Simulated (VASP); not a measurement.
# SnTe (Fm-3m) in VASP: notebook, part 2 of 2

VASP 6.6.1.

**3. Single point, r2SCAN**

This run uses another cell than the first one, of 33.16 Å³/atom, 1.019 times its volume.

The input, POSCAR:

```
SnTe
1.0
    0.0000000000      3.2126470615      3.2126470615
    3.2126470615      0.0000000000      3.2126470615
    3.2126470615      3.2126470615      0.0000000000
Te Sn
1 1
Direct
    0.5000000000      0.5000000000      0.5000000000
    0.0000000000      0.0000000000      0.0000000000
```

The input, INCAR.step1:

```
  PREC = Accurate
  ENCUT = 520
  ISMEAR = -1
  SIGMA = 0.05
  LREAL = F
  LASPH = T
  NELM = 100
  NBANDS = 17
  GGA = PE
  ALGO = Normal
  EDIFF = 1E-4
  LWAVE = T
  LCHARG = F
```

The input, INCAR.step2:

```
  PREC = Accurate
  ENCUT = 520
  EDIFF = 1E-6
  ISMEAR = -1
  SIGMA = 0.05
  LREAL = F
  LASPH = T
  NELM = 100
  ALGO = Normal
  ISIF = 2
  LWAVE = F
  LCHARG = F
  METAGGA = R2SCAN
  LMIXTAU = T
  NBANDS = 17
  ISTART = 1
```

The input, KPOINTS:

```
Automatic mesh
0
Gamma
  7 7 7
```

Potentials or basis: VASP PAW PBE potentials, release 64 (Te, Sn_d).

Launch:

```
$ cat potpaw_PBE.64/Te/POTCAR potpaw_PBE.64/Sn_d/POTCAR > POTCAR
$ cp INCAR.step1 INCAR
$ mpirun -np 1 vasp_std > vasp.out
$ cp INCAR.step2 INCAR
$ mpirun -np 1 vasp_std > vasp.out
```

OUTCAR:

```text
PREC = Accurate
   ENCUT = 520
   EDIFF = 1E-6
   ISMEAR = -1
   LREAL = F
   LASPH = T
   NELM = 100
   ISIF = 2
   METAGGA = R2SCAN
   ISTART = 1

 ion  position               nearest neighbor table
   1  0.500  0.500  0.500-   2 3.21   2 3.21   2 3.21   2 3.21   2 3.21   2 3.21
   2  0.000  0.000  0.000-   1 3.21   1 3.21   1 3.21   1 3.21   1 3.21   1 3.21

  LATTYP: Found a face centered cubic cell.
 ALAT       =     6.4252941230

  Lattice vectors:

 A1 = (   0.0000000000,   3.2126470615,   3.2126470615)
 A2 = (   3.2126470615,   0.0000000000,   3.2126470615)
 A3 = (   3.2126470615,   3.2126470615,   0.0000000000)

Analysis of symmetry for initial positions (statically):
=====================================================================
 Subroutine PRICEL returns:
 Original cell was already a primitive cell.

 Routine SETGRP: Setting up the symmetry group for a
 face centered cubic supercell.

 Subroutine GETGRP returns: Found 48 space group operations
 (whereof 48 operations were pure point group operations)
 out of a pool of 48 trial point group operations.

The static configuration has the point symmetry O_h .

Analysis of symmetry for dynamics (positions and initial velocities):
=====================================================================
 Subroutine PRICEL returns:
 Original cell was already a primitive cell.

 Routine SETGRP: Setting up the symmetry group for a
 face centered cubic supercell.

 Subroutine GETGRP returns: Found 48 space group operations
 (whereof 48 operations were pure point group operations)
 out of a pool of 48 trial point group operations.

The dynamic configuration has the point symmetry O_h .

 Subroutine INISYM returns: Found 48 space group operations
 (whereof 48 operations are pure point group operations),
 and found     1 'primitive' translations

----------------------------------------------------------------------------------------

                                     Primitive cell

  volume of cell :      66.3161
[... 103 lines left out ...]
     AMIX     =   0.40;   BMIX     =  1.00
     AMIX_MAG =   1.60;   BMIX_MAG =  1.00
  volume/ion in A,a.u.               =      33.16       223.76
  Fermi-wavevector in a.u.,A,eV,Ry     =   1.097855  2.074646 16.398918  1.205287
  Thomas-Fermi vector in A             =   2.234223
   LORBIT       =      0    0 simple, 1 ext, 2 COOP (PROOUT), +10 PAW based schemes
   METAGGA = R2SCAN    functional components
   LHFCALC =     F    Hartree Fock is set to
   AEXX    =    0.0000 exact exchange contribution
   IVDW    =     0    specifies the selected vdW correction
   LEPSILON=     F    determine dielectric tensor
   LRPA    =     F    only Hartree local field effects (RPA)
 non-spin polarized calculation
  energy-cutoff  :      520.00
  volume of cell :       66.32
 maximum number of plane-waves:      1807
 NGX is ok and might be reduce to    36
   NGX = 17   NGY = 17   NGZ = 17

 number of electron      20.0000006 magnetization

 Free energy of the ion-electron system (eV)
  ---------------------------------------------------
  ext. energy  EPLUGINS =         0.00000000
  ---------------------------------------------------
  free energy    TOTEN  =       -50.68421753 eV

  energy without entropy =      -50.68417915  energy(sigma->0) =      -50.68419834

 E-fermi :   6.3462     XC(G=0):  -9.7906

 val. band max:        5.9968094316   @ k =   0.4286   0.0000   0.0000
 cond. band min:       6.7327071762   @ k =   0.4286   0.0000   0.0000
 fundamental gap:      0.7358977446
 Fermi energy:         6.3462281149

 k-point     1 :       0.0000    0.0000    0.0000
  band No.  band energies     occupation
      1     -16.4459      2.00000
      2     -16.4459      2.00000
      3     -16.4386      2.00000
      4     -16.4386      2.00000
      5     -16.4386      2.00000
      6      -6.7657      2.00000
[... 377 lines left out ...]
      4     -16.4345      2.00000
      5     -16.4303      2.00000
      6      -5.2273      2.00000
[... 9 lines left out ...]
     16      16.4221      0.00000
     17      16.9383      0.00000

------------------------ aborting loop because EDIFF is reached ----------------------------------------

  FORCE on cell =-STRESS in cart. coord.  units (eV):
  Direction    XX          YY          ZZ          XY          YZ          ZX
  --------------------------------------------------------------------------------------
  -------------------------------------------------------------------------------------
  Total       -0.4468518     -0.4468518     -0.4468518      0.0000000     -0.0000000     -0.0000000
  in kB      -10.7958058    -10.7958058    -10.7958058      0.0000000     -0.0000000     -0.0000000
  external PRESSURE =     -10.7958058 kB  Pullay stress =       0.0000000 kB

 VOLUME and BASIS-vectors are now :
 -----------------------------------------------------------------------------
  energy-cutoff  :      520.00
  volume of cell :       66.32
      direct lattice vectors                 reciprocal lattice vectors
     0.000000000  3.212647061  3.212647061    -0.155634899  0.155634899  0.155634899
     3.212647061  0.000000000  3.212647061     0.155634899 -0.155634899  0.155634899
     3.212647061  3.212647061  0.000000000     0.155634899  0.155634899 -0.155634899

 POSITION                                       TOTAL-FORCE (eV/Angst)
 -----------------------------------------------------------------------------------
      3.21265      3.21265      3.21265        -0.000000     -0.000000     -0.000000
      0.00000      0.00000      0.00000         0.000000      0.000000      0.000000
 -----------------------------------------------------------------------------------
    total drift:                               -0.000000      0.000000      0.000000

  FREE ENERGIE OF THE ION-ELECTRON SYSTEM (eV)
  ---------------------------------------------------
  free  energy   TOTEN  =       -50.6842175339 eV

  energy  without entropy=      -50.6841791541  energy(sigma->0) =      -50.68419834
```

OSZICAR.step1:

```text
N       E                     dE             d eps       ncg     rms          rms(c)
DAV:   1     0.123631162518E+03    0.12363E+03   -0.92925E+03   689   0.129E+03
DAV:   2     0.410792509411E+01   -0.11952E+03   -0.11625E+03   736   0.330E+02
DAV:   3    -0.729114860490E+01   -0.11399E+02   -0.11326E+02   832   0.897E+01
DAV:   4    -0.762147438591E+01   -0.33033E+00   -0.33014E+00   787   0.157E+01
DAV:   5    -0.763590250453E+01   -0.14428E-01   -0.14428E-01   994   0.319E+00    0.403E+00
DAV:   6    -0.756592879477E+01    0.69974E-01   -0.16903E-01   906   0.255E+00    0.254E+00
DAV:   7    -0.756706284791E+01   -0.11341E-02   -0.56670E-02   767   0.109E+00    0.891E-01
DAV:   8    -0.756791612137E+01   -0.85327E-03   -0.73197E-03   833   0.675E-01    0.160E-01
DAV:   9    -0.756797947589E+01   -0.63355E-04   -0.86776E-04   914   0.257E-01
   1 F= -.75679795E+01 E0= -.75679510E+01  d E =-.569406E-04
```

Wall time 81 s (1 thread of Intel Xeon Platinum 8259CL at 2.50GHz (Skylake/Cascade Lake), shared host); peak memory 0.22 GiB.

What came out:

| Item | Value |
| --- | --- |
| Free energy | -50.6842 eV |
| Pressure | -1.1 GPa |

Levels at points of the mesh, in eV from the Fermi level:
```csv
k point,band 6,band 7,band 8,band 9,band 10,band 11,band 12,band 13,band 14,band 15
"(0.00, 0.00, 0.00)",-13.11,-5.03,-2.37,-2.37,-2.37,3.26,3.26,3.26,5.03,5.03
```

Caveat: this odd mesh misses L, where the gap lies, so gap, dielectric constants and Born charges aren't listed; the PAW data sets were made with another functional, which shifts forces and pressure a little; spin-orbit coupling is left out, which moves the levels of the heavy elements.
